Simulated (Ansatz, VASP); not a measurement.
## CdO2 in VASP and in Ansatz

```xyz
3
Lattice="3.4529 0.0000 0.0000 -1.7264 2.9903 0.0000 0.0000 0.0000 4.1202" Properties=species:S:1:pos:R:3 pbc="T T T"
Cd    0.0000    0.0000    0.0000
O     1.7264    0.9968    3.1140
O     0.0000    1.9935    1.0062
```

Alike in both runs: task single point; functional r2SCAN; k mesh 10 × 10 × 7; occupations gaussian, width 0.02 eV; no spin polarisation.

|  | VASP | Ansatz |
| --- | --- | --- |
| version | VASP 6.6.1 | Ansatz 0.2.0 |
| potentials or method | VASP PAW PBE potentials, release 64 (Cd, O), cutoff 520 eV | plane waves, PAW |
| valence electrons in the cell | 24 | 32 |

VASP gave:

```
pressure (GPa)                                                : -7.0
traceless stress, the component that is largest in VASP (GPa) : -0.78
```

Q: Estimate Ansatz's values.

A: Pressure (GPa): -8.6; traceless stress, the component that is largest in VASP (GPa): -0.01.

VASP's potentials were made for PBE, not for r2SCAN. The functional is the same, so the differences come from potentials, cutoffs and numerics. VASP's potentials hold 24 valence electrons a cell and Ansatz's 32, so a difference there can come from the potentials and not from the codes.
